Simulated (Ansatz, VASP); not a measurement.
Two plane-wave programs on Ba2ZnC2

```
Ba Zn C
1.0
     0.00000    4.10007    0.00000
     4.10007    0.00000    0.00000
     2.05003    2.05003   -6.44586
Ba Zn C
2 1 2
Cartesian
  2.0500 2.0500 -2.0072
  4.1001 4.1001 -4.4386
  0.0000 0.0000 0.0000
  2.0500 2.0500 -4.6268
  4.1001 4.1001 -1.8190
```

Alike in both runs: task single point; functional r2SCAN; k mesh 5 × 5 × 5; no spin polarisation.

|  | VASP | Ansatz |
| --- | --- | --- |
| version | VASP 6.6.1 | Ansatz 0.2.0 |
| potentials or method | VASP PAW PBE potentials, release 64 (Ba_sv, Zn, C), cutoff 520 eV | PAW plane waves |
| occupations | fermi-dirac, width 0.1 eV | fermi-dirac |
| valence electrons in the cell | 40 | 40 |

Ansatz gave:

- gap on the k mesh at the Fermi level (eV): none
- pressure (GPa): 7.6
- traceless stress, the component that is largest in VASP (GPa): 6.53
- rms of the force components (eV/Å): 0.400

Task: Which values does VASP return?

Result: gap on the k mesh at the Fermi level (eV): none; pressure (GPa): 9.1; traceless stress, the component that is largest in VASP (GPa): 7.27; rms of the force components (eV/Å): 0.466.

VASP's potentials were made for PBE, not for r2SCAN. Atom by atom the forces differ by 0.074 eV/Å (rms over components). A gap of «none» marks a metal or a gap that the smearing closes.

Spin-orbit coupling is off throughout.
